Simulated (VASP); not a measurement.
Wanted: the native input for a VASP 6.6.1 run.

| Item | Value |
| --- | --- |
| Task | single point |
| Functional | PBE |
| Potentials or basis | VASP PAW PBE potentials, release 64 (Sn_d, Pb_d, Se) |
| Cutoff | 520 eV |
| k mesh | 6 × 6 × 6 |
| Occupations | gaussian, width 0.1 eV |
| Spin | no spin polarisation |
| Dipole correction | no |
| Further INCAR settings | ALGO = Normal; EDIFF = 1e-07; NBANDS = 50 |

The structure of Sn3PbSe4 lies in POSCAR:

```
Sn3PbSe4
1.0
    5.9790537923      0.0000000000      0.0000000000
    0.0000000000      5.9790537923      0.0000000000
    0.0000000000      0.0000000000      5.9790537923
Sn Pb Se
3 1 4
Direct
    0.5000000000      0.0000000000      0.0000000000
    0.0000000000      0.0000000000      0.5000000000
    0.0000000000      0.5000000000      0.0000000000
    0.5000000000      0.5000000000      0.5000000000
    0.0000000000      0.5000000000      0.5000000000
    0.5000000000      0.5000000000      0.0000000000
    0.0000000000      0.0000000000      0.0000000000
    0.5000000000      0.0000000000      0.5000000000
```

These files were run (other wordings do the same):

INCAR

```
SYSTEM = Sn3PbSe4
  PREC = Accurate
  ENCUT = 520
  EDIFF = 1E-7
  ISMEAR = 0
  SIGMA = 0.1
  LREAL = .FALSE.
  LASPH = .TRUE.
  NELM = 80
  ALGO = Normal
  ISIF = 2
  LWAVE = .FALSE.
  LCHARG = .FALSE.
  GGA = PE
  NBANDS = 50
```

KPOINTS

```
Automatic mesh
0
G
  6 6 6
  0 0 0
```

Potentials or basis: VASP PAW PBE potentials, release 64 (Sn_d, Pb_d, Se).

The run is started by

```console
$ cat potpaw_PBE.64/Sn_d/POTCAR potpaw_PBE.64/Pb_d/POTCAR potpaw_PBE.64/Se/POTCAR > POTCAR
$ mpirun -np 1 vasp_std > vasp.out
```

Results of the run:

| Quantity | Value |
| --- | --- |
| Pressure | 3.4 GPa |
| Band gap on the k mesh | zero (filled and empty bands touch) |

Caveat: the cell stands under pressure; semilocal functionals underestimate gaps, so a narrow gap can read as zero; spin-orbit coupling is left out, which moves the levels of the heavy elements.

It took 2.2 min on 1 thread of Intel(R) Xeon(R) Platinum 8488C (Sapphire Rapids), with other jobs on the host, peak memory 0.44 GiB.
